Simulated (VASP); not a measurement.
Input of a VASP 6.6.1 run:

POSCAR

```
SnSe
1.0
    0.0000000000      2.9880032198      3.0021131517
    2.9880032198      0.0000000000      3.0021131517
    2.9880032198      2.9880032198      0.0000000000
Sn Se
1 1
Direct
    0.0000000000      0.0000000000      0.0000000000
    0.5000000000      0.5000000000      0.5000000000
```

INCAR.step1

```
SYSTEM = SnSe
PREC = Accurate ; ENCUT = 520
EDIFF = 1E-5 ; ISMEAR = -1
SIGMA = 0.02 ; LREAL = .False.
LASPH = .True. ; NELM = 60
ALGO = Normal ; ISIF = 2
LWAVE = .True. ; NBANDS = 17
GGA = PE ; KPAR = 2
```

INCAR.step2

```
SYSTEM = SnSe
PREC = Accurate ; ENCUT = 520
EDIFF = 1E-6 ; ISMEAR = -1
SIGMA = 0.02 ; LREAL = .False.
LASPH = .True. ; NELM = 60
ALGO = Normal ; ISIF = 2
LWAVE = .False. ; LCHARG = .True.
GGA = PE ; LHFCALC = .True.
HFSCREEN = 0.2079 ; PRECFOCK = Normal
LVHAR = .True. ; NBANDS = 17
ISTART = 1 ; KPAR = 2
```

The input KPOINTS:

```
regular mesh
0
Gamma
  6 6 6
  0 0 0
```

Potentials or basis: VASP PAW PBE potentials, release 64 (Sn_d, Se).

Run with:

```console
$ cat potpaw_PBE.64/Sn_d/POTCAR potpaw_PBE.64/Se/POTCAR > POTCAR
$ cp INCAR.step1 INCAR
$ mpirun -np 2 vasp_std > vasp.out
$ cp INCAR.step2 INCAR
$ mpirun -np 2 vasp_std > vasp.out
```

Problem. What does it give for the band gap on the k mesh?

Solution. 0.48 eV.

Problem. Predict the pressure.

Solution. 0.3 GPa.

Stress tensor (GPa, compression positive):
```
 0.45  0.00  0.00
 0.00  0.45  0.00
 0.00  0.00 -0.15
```

Caveat: the cell differs from its parent crystal (biaxial xy strain -0.5%); the structure was generated, so it needn't be the stable form of SnSe; the PAW data sets were made with another functional, which shifts forces and pressure a little; spin-orbit coupling is left out, which moves the levels of the heavy elements. A k mesh can miss the band edges.
